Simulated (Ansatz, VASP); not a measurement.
## Two plane-wave programs on Fe

INCAR

```
SYSTEM = Fe
PREC = Accurate ; ENCUT = 520
EDIFF = 1E-6 ; ISMEAR = -1
SIGMA = 0.1 ; LREAL = .FALSE.
LASPH = .TRUE. ; NELM = 80
ALGO = Normal ; ISIF = 2
LWAVE = .FALSE. ; LCHARG = .FALSE.
GGA = B5 ; ALDAX = 1.0
AGGAX = 1.0 ; AGGAC = 1.0
ALDAC = 0.0 ; NBANDS = 24
```

KPOINTS

```
Automatic mesh
0
G
  16 16 5
  0 0 0
```

Contents of POSCAR:

```
Fe
1.0
    2.5172541189      0.0000000000      0.0000000000
   -1.2586270595      2.1800060148      0.0000000000
    0.0000000000      0.0000000000      8.0929266248
Fe
4
Direct
    0.0000000000      0.0000000000      0.0000000000
    0.0000000000      0.0000000000      0.5000000000
    0.3333333333      0.6666666667      0.2500000000
    0.6666666667      0.3333333333      0.7500000000
```

Input for Ansatz:

```yaml
crystal:
  lattice:
    - [2.5172541189, 0.0, 0.0]
    - [-1.2586270595, 2.1800060148, 0.0]
    - [0.0, 0.0, 8.0929266248]
  atoms:
    - { symbol: Fe, position: [0.0, 0.0, 0.0] }
    - { symbol: Fe, position: [0.0, 0.0, 0.5] }
    - { symbol: Fe, position: [0.3333333333, 0.6666666667, 0.25] }
    - { symbol: Fe, position: [0.6666666667, 0.3333333333, 0.75] }
hamiltonian:
  xc: blyp
  pseudopotentials:
    kind: paw
    azcp:
      Fe: "pseudopotentials/Fe.paw.azcp"
basis:
  ecutwfc: 420
  fft_grid_basis: typed
kpoints:
  mp_grid: { grid: [16, 16, 5], shift: [0, 0, 0] }
magnetization:
  spin_polarized: false
scf:
  occupations: { method: fermi_dirac, width: 0.1 }
  lower_state_search: "off"
output:
  stress: true
```

Alike in both runs: task single point; functional BLYP; k mesh 16 × 16 × 5; occupations fermi-dirac, width 0.1 eV; no spin polarisation.

```csv
,VASP,Ansatz
version,VASP 6.6.1,Ansatz 0.2.0
potentials or method,"VASP PAW PBE potentials, release 64 (Fe), cutoff 520 eV","plane waves (420 eV) with PAW, scalar-relativistic"
valence electrons in the cell,32,64
```

Ansatz gave:

* pressure (GPa): -9.0
* traceless stress, the component that is largest in VASP (GPa): -0.17

Q: What did VASP give for the same quantities?

A: Pressure (GPa): -8.9; traceless stress, the component that is largest in VASP (GPa): -0.20.

VASP's potentials were made for PBE, not for BLYP. The functional is the same, so the differences come from potentials, cutoffs and numerics. VASP's potentials hold 32 valence electrons a cell and Ansatz's 64, so a difference there can come from the potentials and not from the codes.
